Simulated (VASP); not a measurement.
RbBr:

```
Rb Br
1.0
     0.00000    3.46083    3.46083
     3.46083    0.00000    3.46083
     3.46083    3.46083    0.00000
Rb Br
1 1
Cartesian
  0.0000 0.0000 0.0000
  3.4608 3.4608 3.4608
```

Base run:

| Quantity | Value |
| --- | --- |
| Program | VASP 6.6.1 |
| Functional | HSE06 |
| Potentials or basis | VASP PAW PBE potentials, release 64 (Rb_sv, Br) |
| Cutoff | 520 eV |
| k mesh | 4 × 4 × 4 |
| Occupations | gaussian, width 0.01 eV |
| Spin | no spin polarisation |

Its results: band gap on the k mesh 5.44 eV; pressure 0.3 GPa.

Task: The run is repeated on the same cell with these changes: functional from HSE06 to PBE; k mesh from 4 × 4 × 4 to 6 × 6 × 6. What comes out?

Result: Band gap on the k mesh 4.29 eV; pressure 0.6 GPa.

Several settings changed at once.

Caveats: the PAW data sets were made with another functional, which shifts forces and pressure a little (at least some runs).

